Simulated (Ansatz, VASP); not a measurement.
**PtS2 in VASP and in Ansatz**

Contents of INCAR:

```
SYSTEM = PtS2
ALGO     = Normal         ! electronic algorithm
EDIFF    = 1E-6           ! SCF threshold, eV
EDIFFG   = -0.01          ! ionic threshold
ENCUT    = 520            ! plane-wave cutoff, eV
GGA      = PE             ! functional
IBRION   = 2              ! ionic algorithm
ISIF     = 2              ! what is computed and relaxed
ISMEAR   = 0              ! smearing method
LASPH    = .True.         ! aspherical terms in the spheres
LCHARG   = .False.        ! write CHGCAR
LREAL    = .False.        ! projectors in reciprocal space
LWAVE    = .False.        ! write WAVECAR
NELM     = 80             ! most SCF steps
NSW      = 50             ! ionic steps
PREC     = Accurate       ! precision mode
SIGMA    = 0.05           ! smearing width, eV
```

KPOINTS

```
k-points
0
Gamma
  9 9 4
  0 0 0
```

Contents of POSCAR:

```
PtS2
1.0
    3.4514000000      0.0000000000      0.0000000000
   -1.7257000000      2.9890000786      0.0000000000
    0.0000000000      0.0000000000      6.1718000000
Pt S
1 2
Direct
    0.0000000000      0.0000000000      0.0000000000
    0.3333333333      0.6666666667      0.1889525212
    0.6666666667      0.3333333333      0.8110474788
```

Input for Ansatz:

```yaml
crystal:
  lattice:
    - [3.4514, 0.0, 0.0]
    - [-1.7257, 2.9890000786, 0.0]
    - [0.0, 0.0, 6.1718]
  atoms:
    - { symbol: Pt, position: [0.0, 0.0, 0.0] }
    - { symbol: S, position: [0.3333333333, 0.6666666667, 0.1889525212] }
    - { symbol: S, position: [0.6666666667, 0.3333333333, 0.8110474788] }
basis:
  ecutwfc: 420
kpoints:
  mp_grid: { grid: [9, 9, 4] }
hamiltonian:
  xc: pbe
  pseudopotentials: { kind: paw }
scf:
  occupations: { method: gaussian, width: 0.05 }
output:
  forces: true
  stress: true
  eigenvalues: true
relax:
  adjacent_minimum: "off"
  f_tol: 0.01
  max_steps: 30
```

Alike in both runs: task relaxation of the atoms; functional PBE; k mesh 9 × 9 × 4; occupations gaussian, width 0.05 eV; no spin polarisation.

```csv
,VASP,Ansatz
version,VASP 6.6.1,Ansatz 0.2.0
potentials or method,"VASP PAW PBE potentials, release 64 (Pt, S), cutoff 520 eV","scalar-relativistic, plane waves, PAW"
valence electrons in the cell,22,30
```

|  | VASP | Ansatz | Ansatz less VASP |
| --- | --- | --- | --- |
| gap on the k mesh at the Fermi level, each at its own relaxed structure (eV) | 1.46 | 1.45 | -0.010 |

VASP's potentials hold 22 valence electrons a cell and Ansatz's 30, so a difference there can come from the potentials and not from the codes. Ansatz's warnings: stress scf threshold loose.

Neither program's run includes spin-orbit coupling.
